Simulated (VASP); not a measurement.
# TiSi (Fm-3m) in VASP: notebook

Runs on TiSi. Level: LDA. Tasks: vibrations by perturbation theory, elastic constants.

Program: VASP 6.6.1. These are calculated values, not measurements. Logs are shortened: lines on timing, memory, paths and dates and some standing lists are left out, and cuts for length are marked.

**1. The cell of the first run**

Symmetry: Fm-3m, No. 225, cubic system. Conventional cell: a = 4.988 Å, b = 4.988 Å, c = 4.988 Å, α = 90.00°, β = 90.00°, γ = 90.00°. Within 3.3 Å of Ti (site symmetry m-3m) lie 6 Si at 2.49 Å. Si (site symmetry m-3m) has 6 Ti at 2.49 Å within 3.3 Å.

**2. Vibrations by perturbation theory, LDA**

Contents of INCAR:

```
PREC = Accurate
ENCUT = 520
EDIFF = 1E-8
ISMEAR = -1
SIGMA = 0.15
LREAL = False
LASPH = True
NELM = 80
ALGO = Normal
ISIF = 2
LWAVE = False
LCHARG = False
GGA = CA
IBRION = 8
NSW = 1
```

Contents of KPOINTS:

```
Automatic mesh
0
Gamma
  10 10 10
```

Contents of POSCAR:

```
TiSi
1.0
    0.0000000000      2.4942000000      2.4942000000
    2.4942000000      0.0000000000      2.4942000000
    2.4942000000      2.4942000000      0.0000000000
Ti Si
1 1
Direct
    0.0000000000      0.0000000000      0.0000000000
    0.5000000000      0.5000000000      0.5000000000
```

Potentials or basis: VASP PAW LDA potentials, release 64 (Ti_sv, Si).

On the command line:

```bash
cat potpaw_LDA.64/Ti_sv/POTCAR potpaw_LDA.64/Si/POTCAR > POTCAR
mpirun -np 1 vasp_std > vasp.out
```

OUTCAR:

```text
PREC = Accurate
   ENCUT = 520
   EDIFF = 1E-8
   ISMEAR = -1
   LREAL = False
   LASPH = True
   NELM = 80
   ISIF = 2
   GGA = CA
   IBRION = 8
   NSW = 1

 ion  position               nearest neighbor table
   1  0.000  0.000  0.000-   2 2.49   2 2.49   2 2.49   2 2.49   2 2.49   2 2.49
   2  0.500  0.500  0.500-   1 2.49   1 2.49   1 2.49   1 2.49   1 2.49   1 2.49

  LATTYP: Found a face centered cubic cell.
 ALAT       =     4.9884000000

  Lattice vectors:

 A1 = (   0.0000000000,   2.4942000000,   2.4942000000)
 A2 = (   2.4942000000,   0.0000000000,   2.4942000000)
 A3 = (   2.4942000000,   2.4942000000,   0.0000000000)

Analysis of symmetry for initial positions (statically):
=====================================================================
 Subroutine PRICEL returns:
 Original cell was already a primitive cell.

 Routine SETGRP: Setting up the symmetry group for a
 face centered cubic supercell.

 Subroutine GETGRP returns: Found 48 space group operations
 (whereof 48 operations were pure point group operations)
 out of a pool of 48 trial point group operations.

The static configuration has the point symmetry O_h .

Analysis of symmetry for dynamics (positions and initial velocities):
=====================================================================
 Subroutine PRICEL returns:
 Original cell was already a primitive cell.

 Routine SETGRP: Setting up the symmetry group for a
 face centered cubic supercell.

 Subroutine GETGRP returns: Found 48 space group operations
 (whereof 48 operations were pure point group operations)
 out of a pool of 48 trial point group operations.

The dynamic configuration has the point symmetry O_h .

 Subroutine INISYM returns: Found 48 space group operations
 (whereof 48 operations are pure point group operations),
 and found     1 'primitive' translations

----------------------------------------------------------------------------------------

                                     Primitive cell

  volume of cell :      31.0330

  direct lattice vectors                    reciprocal lattice vectors
     0.000000000  2.494200000  2.494200000    -0.200465079  0.200465079  0.200465079
     2.494200000  0.000000000  2.494200000     0.200465079 -0.200465079  0.200465079
     2.494200000  2.494200000  0.000000000     0.200465079  0.200465079 -0.200465079

  length of vectors
     3.527331467  3.527331467  3.527331467     0.347215702  0.347215702  0.347215702

  position of ions in fractional coordinates (direct lattice)
     0.000000000  0.000000000  0.000000000
     0.500000000  0.500000000  0.500000000

  ion indices of the primitive-cell ions
   primitive index   ion index
                 1           1
                 2           2

----------------------------------------------------------------------------------------

 KPOINTS: Automatic mesh

Automatic generation of k-mesh.
 Grid dimensions read from file:
 generate k-points for:   10   10   10

 Generating k-lattice:

  Cartesian coordinates                     Fractional coordinates (reciprocal lattice)
    -0.020046508  0.020046508  0.020046508     0.100000000  0.000000000  0.000000000
     0.020046508 -0.020046508  0.020046508     0.000000000  0.100000000  0.000000000
     0.020046508  0.020046508 -0.020046508     0.000000000  0.000000000  0.100000000

  Length of vectors
     0.034721570  0.034721570  0.034721570

  Shift w.r.t. Gamma in fractional coordinates (k-lattice)
     0.000000000  0.000000000  0.000000000

 Subroutine IBZKPT returns following result:
 ===========================================

 Found     47 irreducible k-points:

 Following reciprocal coordinates:
[... 74 lines left out ...]
   LRPA    =     F    only Hartree local field effects (RPA)
 non-spin polarized calculation
  energy-cutoff  :      520.00
  volume of cell :       31.03
 maximum number of plane-waves:       869
 NGX is ok and might be reduce to    28
   NGX = 13   NGY = 13   NGZ = 13

--------------------------------------- Ionic step        1  -------------------------------------------

 number of electron      16.0000004 magnetization

 Free energy of the ion-electron system (eV)
  ---------------------------------------------------
  ext. energy  EPLUGINS =         0.00000000
  ---------------------------------------------------
  free energy    TOTEN  =       -15.54006977 eV

  energy without entropy =      -15.48560779  energy(sigma->0) =      -15.51283878

 E-fermi :   8.7401     XC(G=0): -11.5779

 val. band max:        8.7318100521   @ k =   0.3000   0.3000   0.0000
 cond. band min:       8.8972843917   @ k =   0.3000   0.2000   0.0000
 fundamental gap:      0.1654743397
 Fermi energy:         8.7401496673

 k-point     1 :       0.0000    0.0000    0.0000
  band No.  band energies     occupation
      1     -47.2083      2.00000
      2     -23.8445      2.00000
      3     -23.8445      2.00000
      4     -23.8445      2.00000
      5      -1.6349      2.00000
      6       8.7001      1.13263
      7       8.7001      1.13262
      8       8.7001      1.13262
      9       9.1460      0.12531
     10       9.1460      0.12531
     11      12.3432      0.00000
     12      12.3432      0.00000
[... 331 lines left out ...]
 k-point    24 :       0.4000    0.3000    0.0000
  band No.  band energies     occupation
      1     -47.1944      2.00000
      2     -23.9412      2.00000
      3     -23.8845      2.00000
      4     -23.8806      2.00000
      5       0.8251      2.00000
      6       5.4919      2.00000
      7       6.9695      1.99999
      8       8.4478      1.75073
      9       9.0311      0.25139
     10      10.1640      0.00015
     11      11.6049      0.00000
     12      11.9525      0.00000

 [... further k-points ...]
[... 5 lines left out ...]
  --------------------------------------------------------------------------------------
  -------------------------------------------------------------------------------------
  Total        0.1008127      0.1008127      0.1008127     -0.0000000      0.0000000     -0.0000000
  in kB        5.2047766      5.2047766      5.2047766     -0.0000000      0.0000000     -0.0000000
  external PRESSURE =       5.2047766 kB  Pullay stress =       0.0000000 kB

 VOLUME and BASIS-vectors are now :
 -----------------------------------------------------------------------------
  energy-cutoff  :      520.00
  volume of cell :       31.03
      direct lattice vectors                 reciprocal lattice vectors
     0.000000000  2.494200000  2.494200000    -0.200465079  0.200465079  0.200465079
     2.494200000  0.000000000  2.494200000     0.200465079 -0.200465079  0.200465079
     2.494200000  2.494200000  0.000000000     0.200465079  0.200465079 -0.200465079

 POSITION                                       TOTAL-FORCE (eV/Angst)
 -----------------------------------------------------------------------------------
      0.00000      0.00000      0.00000         0.000000     -0.000000      0.000000
      2.49420      2.49420      2.49420         0.000000      0.000000     -0.000000
 -----------------------------------------------------------------------------------
    total drift:                               -0.000000     -0.000000      0.000000

  FREE ENERGIE OF THE ION-ELECTRON SYSTEM (eV)
  ---------------------------------------------------
  free  energy   TOTEN  =       -15.5400697697 eV

  energy  without entropy=      -15.4856077894  energy(sigma->0) =      -15.51283878

[... ionic steps 2 to 3 ...]

--------------------------------------- Ionic step        4  -------------------------------------------

------------------------ aborting loop because EDIFF is reached ----------------------------------------

[... ionic steps 5 to 6 ...]

--------------------------------------- Ionic step        7  -------------------------------------------

 Free energy of the ion-electron system (eV)
  ---------------------------------------------------
  ---------------------------------------------------
  free energy    TOTEN  =        -0.01760859 eV

  energy without entropy =       -0.01760860

------------------------ aborting loop because EDIFF is reached ----------------------------------------

 INTERNAL STRAIN TENSOR  FOR ION    2  DIRECTION 1   (eV/Angst):
 -----------------------------------------------------------------------------
    -0.02059  0.00000 -0.00000
     0.00000  0.00930  0.00000
    -0.00000  0.00000  0.00930

 INTERNAL STRAIN TENSOR FOR ION    2 for displacements in x,y,z  (eV/Angst):
          X           Y           Z          XY          YZ          ZX
  --------------------------------------------------------------------------------
  x     0.00000     0.00000     0.00000     0.00000     0.00000     0.00000
  y     0.00000     0.00000     0.00000     0.00000     0.00000     0.00000
  z     0.00000     0.00000     0.00000     0.00000     0.00000     0.00000

 SECOND DERIVATIVES (NOT SYMMETRIZED)
 ------------------------------------
               1X          1Y          1Z          2X          2Y          2Z
  1X   -11.544389    0.000000    0.000000   11.544389    0.000000    0.000000
  1Y     0.000000  -11.544389    0.000000    0.000000   11.544389    0.000000
  1Z     0.000000    0.000000  -11.544389    0.000000    0.000000   11.544389
  2X    11.522567    0.000000    0.000000  -11.522567    0.000000    0.000000
  2Y     0.000000   11.522567    0.000000    0.000000  -11.522567    0.000000
  2Z     0.000000    0.000000   11.522567    0.000000    0.000000  -11.522567

 Eigenvectors and eigenvalues of the dynamical matrix
 ----------------------------------------------------

   1 f  =   12.617400 THz    79.277462 2PiTHz  420.871158 cm-1    52.181350 meV
             X         Y         Z           dx          dy          dz
      0.000000  0.000000  0.000000     0.000000    0.608400    0.000000
      2.494200  2.494200  2.494200     0.000000   -0.793630    0.000000
[... 21 lines left out ...]
   6 f/i=    0.005763 THz     0.036211 2PiTHz    0.192241 cm-1     0.023835 meV
             X         Y         Z           dx          dy          dz
      0.000000  0.000000  0.000000     0.000000    0.000000    0.793630
      2.494200  2.494200  2.494200     0.000000    0.000000    0.608400

--------------------------------------------------------------------------------------------------------

 ELASTIC MODULI CONTR FROM IONIC RELAXATION (kBar)
 Direction    XX          YY          ZZ          XY          YZ          ZX
 --------------------------------------------------------------------------------
 XX           0.0000      0.0000      0.0000      0.0000      0.0000      0.0000
 YY           0.0000      0.0000      0.0000      0.0000      0.0000      0.0000
 ZZ           0.0000      0.0000      0.0000      0.0000      0.0000      0.0000
 XY           0.0000      0.0000      0.0000      0.0000      0.0000      0.0000
 YZ           0.0000      0.0000      0.0000      0.0000      0.0000      0.0000
 ZX           0.0000      0.0000      0.0000      0.0000      0.0000      0.0000
 --------------------------------------------------------------------------------
```

Run time: 6.7 min. Hardware: 1 thread of Intel Xeon 8259CL, shared host; peak memory 0.24 GiB.

Results:

```
Highest phonon frequency at Γ : 421 cm⁻¹
```

Phonon frequencies in cm⁻¹ (negative: imaginary):
| q point | frequencies |
| --- | --- |
| (0.000, 0.000, 0.000) | 0 0 0 421 421 421 |

**3. Elastic constants, LDA**

Contents of INCAR:

```
PREC = Accurate
ENCUT = 600
EDIFF = 1E-8
ISMEAR = -1
SIGMA = 0.15
LREAL = False
LASPH = True
NELM = 60
ALGO = Normal
ISIF = 3
LWAVE = False
LCHARG = True
GGA = CA
IBRION = 6
NFREE = 2
POTIM = 0.015
NSW = 1
```

Contents of KPOINTS:

```
regular mesh
0
Gamma
  10 10 10
```

POSCAR is that of step 2.

Potentials or basis: VASP PAW LDA potentials, release 64 (Ti_sv, Si).

On the command line:

```bash
cat potpaw_LDA.64/Ti_sv/POTCAR potpaw_LDA.64/Si/POTCAR > POTCAR
mpirun -np 1 vasp_std > vasp.out
```

OUTCAR:

```text
PREC = Accurate
   ENCUT = 600
   EDIFF = 1E-8
   ISMEAR = -1
   LREAL = False
   LASPH = True
   NELM = 60
   ISIF = 3
   GGA = CA
   IBRION = 6
   NFREE = 2
   POTIM = 0.015
   NSW = 1

 ion  position               nearest neighbor table
   1  0.000  0.000  0.000-   2 2.49   2 2.49   2 2.49   2 2.49   2 2.49   2 2.49
[... 810 lines left out ...]
      0.000000  0.000000  0.000000    -0.608184    0.000000    0.000000
      2.494200  2.494200  2.494200     0.793796    0.000000    0.000000
[... 21 lines left out ...]
   6 f/i=    0.002331 THz     0.014645 2PiTHz    0.077747 cm-1     0.009639 meV
             X         Y         Z           dx          dy          dz
      0.000000  0.000000  0.000000    -0.793796    0.000000    0.000000
      2.494200  2.494200  2.494200    -0.608184    0.000000    0.000000

--------------------------------------------------------------------------------------------------------

 ELASTIC MODULI CONTR FROM IONIC RELAXATION (kBar)
 Direction    XX          YY          ZZ          XY          YZ          ZX
 --------------------------------------------------------------------------------
 XX           0.0000      0.0000      0.0000      0.0000      0.0000      0.0000
 YY           0.0000      0.0000      0.0000      0.0000      0.0000      0.0000
 ZZ           0.0000      0.0000      0.0000      0.0000      0.0000      0.0000
 XY           0.0000      0.0000      0.0000      0.0000      0.0000      0.0000
 YZ           0.0000      0.0000      0.0000      0.0000      0.0000      0.0000
 ZX           0.0000      0.0000      0.0000      0.0000      0.0000      0.0000
 --------------------------------------------------------------------------------

 TOTAL ELASTIC MODULI (kBar)
 Direction    XX          YY          ZZ          XY          YZ          ZX
 --------------------------------------------------------------------------------
 XX        3045.2346    428.8421    428.8421      0.0000      0.0000     -0.0000
 YY         428.8421   3045.2346    428.8421     -0.0000      0.0000     -0.0000
 ZZ         428.8421    428.8421   3045.2346      0.0000      0.0000      0.0000
 XY           0.0000     -0.0000      0.0000     62.2356     -0.0000      0.0000
 YZ           0.0000      0.0000      0.0000     -0.0000     62.2356      0.0000
 ZX          -0.0000     -0.0000      0.0000      0.0000      0.0000     62.2356
 --------------------------------------------------------------------------------
```

OSZICAR:

```text
N       E                     dE             d eps       ncg     rms          rms(c)
DAV:   1     0.114991474179E+03    0.11499E+03   -0.89717E+03  1128   0.159E+03
DAV:   2    -0.995793973640E+01   -0.12495E+03   -0.12060E+03  1144   0.365E+02
DAV:   3    -0.174614140867E+02   -0.75035E+01   -0.72258E+01  1736   0.847E+01
[... 207 lines left out ...]
DAV:   2    -0.155387901586E+02    0.17607E-04   -0.28577E-03  3076   0.517E-01    0.532E-02
DAV:   3    -0.155386852922E+02    0.10487E-03   -0.36975E-04  2684   0.145E-01    0.122E-02
DAV:   4    -0.155386862958E+02   -0.10036E-05   -0.28835E-05  3016   0.677E-02    0.903E-03
DAV:   5    -0.155386862046E+02    0.91223E-07   -0.97625E-07  3452   0.129E-02    0.244E-03
DAV:   6    -0.155386859495E+02    0.25504E-06   -0.76852E-07  2824   0.641E-03    0.898E-04
DAV:   7    -0.155386859563E+02   -0.67807E-08   -0.79368E-08  3072   0.282E-03
  17 F= -.15538686E+02 E0= -.15511447E+02  d E =-.544782E-01
```

stdout:

```text
POSCAR found type information on POSCAR TiSi
 POSCAR found :  2 types and       2 ions
 scaLAPACK will be used
 LDA part: xc-table for (Slater(with rela. corr.)+CA(PZ))
 , standard interpolation
 POSCAR, INCAR and KPOINTS ok, starting setup
 FFT: planning ... GRIDC
 FFT: planning ... GRID_SOFT
 FFT: planning ... GRID
 WAVECAR not read
 entering main loop
 Found     2 degrees of freedom:
 Adding 6 more for cell shape distortion
 Finite differences POTIM= 0.01500 DOF=   8
 bond charge predicted
 Finite differences progress:
 bond charge predicted
 Finite differences progress:
 bond charge predicted
 Finite differences progress:
 bond charge predicted
 Finite differences progress:
 bond charge predicted
 Finite differences progress:
 bond charge predicted
 Finite differences progress:
 bond charge predicted
 Finite differences progress:
 bond charge predicted
 Finite differences progress:
 bond charge predicted
 Finite differences progress:
 bond charge predicted
 Finite differences progress:
 bond charge predicted
 Finite differences progress:
 bond charge predicted
 Finite differences progress:
 bond charge predicted
 Finite differences progress:
 bond charge predicted
 Finite differences progress:
 bond charge predicted
 Finite differences progress:
 bond charge predicted
 Finite differences progress:
```

It took 18 min on 1 thread of Intel Xeon 8259CL, shared host; peak memory 0.34 GiB.

Results:

```
Elastic constants C11, C12, C44 : 305, 43, 6 GPa
Voigt bulk modulus              : 130 GPa
Highest phonon frequency at Γ   : 421 cm⁻¹
```

Phonon frequencies in cm⁻¹ (negative: imaginary):
```tsv
q point	frequencies
(0.000, 0.000, 0.000)	0 0 0 421 421 421
```

Elastic tensor in Voigt notation (GPa, in the Cartesian axes of the cell as first typed):
```
305  43  43   0   0   0
 43 305  43   0   0   0
 43  43 305   0   0   0
  0   0   0   6   0   0
  0   0   0   0   6   0
  0   0   0   0   0   6
```

Clamped-ion elastic tensor (GPa):
```
305  43  43   0   0   0
 43 305  43   0   0   0
 43  43 305   0   0   0
  0   0   0   6   0   0
  0   0   0   0   6   0
  0   0   0   0   0   6
```
